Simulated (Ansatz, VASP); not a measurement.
# One calculation of GaP, two programs

```xyz
2
Lattice="0.0000 2.9058 2.4699 2.9058 0.0000 2.4699 2.9058 2.9058 0.0000" Properties=species:S:1:pos:R:3 pbc="T T T"
Ga    0.0000    0.0000    0.0000
P     4.3586    4.3586    3.7048
```

Alike in both runs: task single point; functional PBE; k mesh 10 × 10 × 10; occupations gaussian, width 0.05 eV; no spin polarisation.

|  | VASP | Ansatz |
| --- | --- | --- |
| version | VASP 6.6.1 | Ansatz 0.2.0 |
| potentials or method | VASP PAW PBE potentials, release 64 (Ga_d, P), cutoff 520 eV | scalar-relativistic, plane waves, PAW |
| valence electrons in the cell | 18 | 18 |

|  | VASP | Ansatz | Ansatz less VASP |
| --- | --- | --- | --- |
| gap on the k mesh at the Fermi level (eV) | 0.25 | 0.25 | +0.001 |
| least direct gap on the mesh (eV) | 0.96 | 0.96 | +0.002 |
| pressure (GPa) | -0.5 | -0.5 | 0.00 |
| traceless stress, the component that is largest in VASP (GPa) | 5.76 | 5.75 | -0.004 |
